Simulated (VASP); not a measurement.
# Zn (R-3m) in VASP: notebook

The runs below take Zn through relaxation of cell and atoms, single point, with PBEsol.

Everything below comes from runs of VASP 6.6.1. Logs are shortened: lines on timing, memory, paths and dates and some standing lists are left out, and cuts for length are marked.

## (1) The cell of the first run

Symmetry: R-3m, No. 166, trigonal system. Conventional cell: a = 2.868 Å, b = 2.868 Å, c = 6.099 Å, α = 90.00°, β = 90.00°, γ = 120.00°. Within 3.5 Å of Zn (site symmetry -3m) lie 12 Zn at 2.62 to 2.87 Å.

## (2) Relaxation of cell and atoms, PBEsol

The input, INCAR:

```
SYSTEM = Zn
  PREC = Accurate
  ENCUT = 600
  EDIFF = 1E-6
  ISMEAR = 0
  SIGMA = 0.1
  LREAL = .FALSE.
  LASPH = .TRUE.
  NELM = 100
  ALGO = Normal
  ISIF = 3
  LWAVE = .FALSE.
  LCHARG = .FALSE.
  GGA = PS
  IBRION = 2
  NSW = 100
  EDIFFG = -0.01
```

The input, KPOINTS:

```
regular mesh
0
G
  24 24 24
  0 0 0
```

The input, POSCAR:

```
Zn
1.0
    1.4339441800      0.8278880583      2.0329286846
   -1.4339441800      0.8278880583      2.0329286846
    0.0000000000     -1.6557761166      2.0329286846
Zn
1
Direct
    0.5000000000      0.5000000000      0.5000000000
```

Potentials or basis: VASP PAW PBE potentials, release 64 (Zn).

Launch:

```console
> cat potpaw_PBE.64/Zn/POTCAR > POTCAR
> mpirun -np 1 vasp_std > vasp.out
```

OUTCAR:

```text
SYSTEM = Zn
   PREC = Accurate
   ENCUT = 600
   EDIFF = 1E-6
   ISMEAR = 0
   LREAL = .FALSE.
   LASPH = .TRUE.
   NELM = 100
   ISIF = 3
   GGA = PS
   IBRION = 2
   NSW = 100
   EDIFFG = -0.01

 ion  position               nearest neighbor table
   1  0.500  0.500  0.500-

  LATTYP: Found a trigonal (rhomboedric) cell.
 ALAT       =     2.6219064791
 COS(alpha) =     0.4017811503

  Lattice vectors:

 A1 = (   1.4339441800,   0.8278880583,   2.0329286846)
 A2 = (  -1.4339441800,   0.8278880583,   2.0329286846)
 A3 = (   0.0000000000,  -1.6557761166,   2.0329286846)

Analysis of symmetry for initial positions (statically):
=====================================================================
 Subroutine PRICEL returns:
 Original cell was already a primitive cell.

 Routine SETGRP: Setting up the symmetry group for a
 trigonal (rhombohedral) supercell.

 Subroutine GETGRP returns: Found 12 space group operations
 (whereof 12 operations were pure point group operations)
 out of a pool of 12 trial point group operations.

The static configuration has the point symmetry D_3d.

Analysis of symmetry for dynamics (positions and initial velocities):
=====================================================================
 Subroutine PRICEL returns:
 Original cell was already a primitive cell.

 Routine SETGRP: Setting up the symmetry group for a
 trigonal (rhombohedral) supercell.

 Subroutine GETGRP returns: Found 12 space group operations
 (whereof 12 operations were pure point group operations)
 out of a pool of 12 trial point group operations.

The dynamic configuration has the point symmetry D_3d.

 Subroutine INISYM returns: Found 12 space group operations
 (whereof 12 operations are pure point group operations),
 and found     1 'primitive' translations

----------------------------------------------------------------------------------------

                                     Primitive cell

  volume of cell :      14.4803

  direct lattice vectors                    reciprocal lattice vectors
     1.433944180  0.827888058  2.032928685     0.348688608  0.201315462  0.163967057
    -1.433944180  0.827888058  2.032928685    -0.348688608  0.201315462  0.163967057
     0.000000000 -1.655776117  2.032928685     0.000000000 -0.402630923  0.163967057

  length of vectors
     2.621906479  2.621906479  2.621906479     0.434737687  0.434737687  0.434737687

  position of ions in fractional coordinates (direct lattice)
     0.500000000  0.500000000  0.500000000
[... 109 lines left out ...]
 Gauss-broadening in eV      SIGMA  =   0.10
  energy-cutoff  :      600.00
  volume of cell :       14.48
 maximum number of plane-waves:       494
 NGX is ok and might be reduce to    24
   NGX = 11   NGY = 11   NGZ = 11

--------------------------------------- Ionic step        1  -------------------------------------------

 number of electron      11.9999993 magnetization

 Free energy of the ion-electron system (eV)
  ---------------------------------------------------
  ext. energy  EPLUGINS =         0.00000000
  ---------------------------------------------------
  free energy    TOTEN  =        -1.54590576 eV

  energy without entropy =       -1.54445379  energy(sigma->0) =       -1.54517977

------------------------ aborting loop because EDIFF is reached ----------------------------------------

  FORCE on cell =-STRESS in cart. coord.  units (eV):
  Direction    XX          YY          ZZ          XY          YZ          ZX
  --------------------------------------------------------------------------------------
  -------------------------------------------------------------------------------------
  Total       -0.1813675     -0.1813675      0.4032271      0.0000000     -0.0000000     -0.0000000
  in kB      -20.0674824    -20.0674824     44.6152210      0.0000000     -0.0000000     -0.0000000
  external PRESSURE =       1.4934187 kB  Pullay stress =       0.0000000 kB
[... 86 lines left out ...]
  FREE ENERGIE OF THE ION-ELECTRON SYSTEM (eV)
  ---------------------------------------------------
  free  energy   TOTEN  =        -1.5579139821 eV

  energy  without entropy=       -1.5563289100  energy(sigma->0) =       -1.55712145

[... ionic steps 4 to 7 ...]

--------------------------------------- Ionic step        8  -------------------------------------------

 number of electron      11.9999999 magnetization

------------------------ aborting loop because EDIFF is reached ----------------------------------------
[... 65 lines left out ...]
--------------------------------------- Ionic step       10  -------------------------------------------

 number of electron      11.9999996 magnetization

 Free energy of the ion-electron system (eV)
  ---------------------------------------------------
  ext. energy  EPLUGINS =         0.00000000
  ---------------------------------------------------
  free energy    TOTEN  =        -1.56112462 eV

  energy without entropy =       -1.55974352  energy(sigma->0) =       -1.56043407

 E-fermi :   3.3659     XC(G=0): -12.0739

 val. band max:        3.3538116172   @ k =  -0.4167  -0.4167   0.2083
 cond. band min:       3.3685954077   @ k =  -0.3333   0.4583   0.2917
 fundamental gap:      0.0147837905
 Fermi energy:         3.3658554939

 k-point     1 :       0.0000    0.0000    0.0000
  band No.  band energies     occupation
      1      -7.5181      2.00000
      2      -4.3992      2.00000
      3      -4.3992      2.00000
      4      -4.3491      2.00000
      5      -3.9473      2.00000
      6      -3.9473      2.00000
      7      22.3226      0.00000
      8      22.3226      0.00000
      9      22.5271      0.00000
     10      23.3250      0.00000
[... 287 lines left out ...]
 k-point    24 :       0.4583    0.0417    0.0000
  band No.  band energies     occupation
      1      -5.2259      2.00000
      2      -4.4116      2.00000
      3      -4.3417      2.00000
      4      -3.7063      2.00000
      5      -3.6296      2.00000
      6      -0.7334      2.00000
      7       3.2290      1.94700
      8      18.9244      0.00000
      9      19.1854      0.00000
     10      20.7758      0.00000

 [... further k-points ...]

------------------------ aborting loop because EDIFF is reached ----------------------------------------

  FORCE on cell =-STRESS in cart. coord.  units (eV):
  Direction    XX          YY          ZZ          XY          YZ          ZX
  --------------------------------------------------------------------------------------
  -------------------------------------------------------------------------------------
  Total        0.0011348      0.0011348      0.0073053      0.0000000      0.0000000      0.0000000
  in kB        0.1279676      0.1279676      0.8238045      0.0000000      0.0000000      0.0000000
  external PRESSURE =       0.3599132 kB  Pullay stress =       0.0000000 kB
[... 16 lines left out ...]
  FREE ENERGIE OF THE ION-ELECTRON SYSTEM (eV)
  ---------------------------------------------------
  free  energy   TOTEN  =        -1.5611246203 eV

  energy  without entropy=       -1.5597435176  energy(sigma->0) =       -1.56043407

 reached required accuracy - stopping structural energy minimisation
```

CONTCAR:

```text
Zn
   1.00000000000000
     1.3667675872343643    0.7891036343870947    2.1955575744557057
    -1.3667675872343643    0.7891036343870947    2.1955575744557057
    -0.0000000000000000   -1.5782072687741897    2.1955575744557057
  Zn
     1
Direct
     0.5000000000000000    0.5000000000000000    0.5000000000000000

  0.00000000E+00  0.00000000E+00  0.00000000E+00
```

Run time: 10 min. Hardware: 1 thread of Intel Xeon Platinum 8259CL at 2.50GHz (Skylake/Cascade Lake), shared host; peak memory 0.39 GiB.

Results:

```
Free energy                            : -1.5611 eV
Relaxed volume                         : 14.21 Å³/atom
Relaxed cell                           : a = 2.704 Å, b = 2.704 Å, c = 2.704 Å, α = 60.73°, β = 60.73°, γ = 60.73°
Space group after relaxing (to 0.05 Å) : R-3m (No. 166)
Energy gained by relaxing              : 15.2 meV/atom
Ionic steps                            : 10
Pressure after relaxing                : 0.0 GPa
Band gap on the k mesh                 : zero (band 6 reaches 5.63 eV, above the bottom of band 7 at 2.04 eV)
```

Step by step:
| step | energy change (eV) | largest force (eV/Å) | pressure (GPa) | volume (Å³) |
| --- | --- | --- | --- | --- |
| 1 | 0.0000 | 0.0000 | 0.15 | 14.48 |
| 2 | -0.0080 | 0.0000 | -0.67 | 14.50 |
| 3 | -0.0120 | 0.0000 | -1.53 | 14.53 |
| 4 | -0.0126 | 0.0000 | -1.59 | 14.53 |
| 5 | -0.0132 | 0.0000 | -1.69 | 14.53 |
| 6 | -0.0147 | 0.0000 | 1.01 | 14.05 |
| 7 | -0.0151 | 0.0000 | 0.10 | 14.20 |
| 8 | -0.0151 | 0.0000 | 0.08 | 14.21 |
| 9 | -0.0152 | 0.0000 | 0.04 | 14.21 |
| 10 | -0.0152 | 0.0000 | 0.04 | 14.21 |

Final structure:
```cif
data_structure
_symmetry_space_group_name_H-M 'P 1'
_symmetry_Int_Tables_number 1
_cell_length_a 2.7039
_cell_length_b 2.7039
_cell_length_c 2.7039
_cell_angle_alpha 60.726
_cell_angle_beta 60.726
_cell_angle_gamma 60.726
_cell_volume 14.21
loop_
_atom_site_label
_atom_site_type_symbol
_atom_site_fract_x
_atom_site_fract_y
_atom_site_fract_z
_atom_site_occupancy
Zn1 Zn 0.50000 0.50000 0.50000 1
```

Levels at points of the mesh, in eV from the Fermi level:
```
           k point  band 3  band 4  band 5  band 6  band 7  band 8  band 9  band 10
(0.00, 0.00, 0.00)   -7.77   -7.71   -7.31   -7.31   18.96   18.96   19.16    19.96
(0.50, 0.00, 0.00)   -7.72   -7.01   -6.98   -3.21   -1.32   16.01   16.23    18.03
(0.50, 0.50, 0.00)   -7.01   -6.91   -6.91   -1.16    2.00    8.54    9.00    12.51
(0.50, 0.50, 0.50)   -7.76   -6.98   -6.98   -3.06   -1.02   15.71   15.71    17.70
```

Caveat: the PAW data sets were made with another functional, which shifts forces and pressure a little.

[end of part 1 of 2]
